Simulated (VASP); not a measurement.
Write the native input for VASP 6.6.1 that does the following.

- Task: single point
- Functional: PBEsol
- Potentials or basis: VASP PAW PBE potentials, release 64 (Pd)
- Cutoff: 520 eV
- k mesh: 16 × 16 × 16
- Occupations: fermi-dirac, width 0.1 eV
- Spin: no spin polarisation
- Dipole correction: no
- Further INCAR settings: ALGO = Normal; EDIFF = 1e-06; NBANDS = 11

The structure of Pd lies in POSCAR:

```
Pd
1.0
   -1.5430113828      1.5430113828      1.5430113828
    1.5430113828     -1.5430113828      1.5430113828
    1.5430113828      1.5430113828     -1.5430113828
Pd
1
Direct
    0.0000000000      0.0000000000      0.0000000000
```

The input as run:

INCAR

```
  PREC = Accurate
  ENCUT = 520
  EDIFF = 1E-6
  ISMEAR = -1
  SIGMA = 0.1
  LREAL = False
  LASPH = True
  NELM = 80
  ALGO = Normal
  ISIF = 2
  LWAVE = False
  LCHARG = False
  GGA = PS
  NBANDS = 11
```

KPOINTS

```
Automatic mesh
0
Gamma
  16 16 16
```

Potentials or basis: VASP PAW PBE potentials, release 64 (Pd).

Run with:

```console
$ cat potpaw_PBE.64/Pd/POTCAR > POTCAR
$ mpirun -np 1 vasp_std > vasp.out
```

Results of the run:

| Quantity | Value |
| --- | --- |
| Pressure | -0.4 GPa |
| Band gap on the k mesh | zero (band 5 reaches 10.31 eV, above the bottom of band 6 at 8.62 eV) |

Caveat: the PAW data sets were made with another functional, which shifts forces and pressure a little.

It took 14 s on 1 thread of Intel(R) Xeon(R) Platinum 8259CL CPU @ 2.50GHz (Skylake/Cascade Lake) (shared host), peak memory 0.14 GiB.
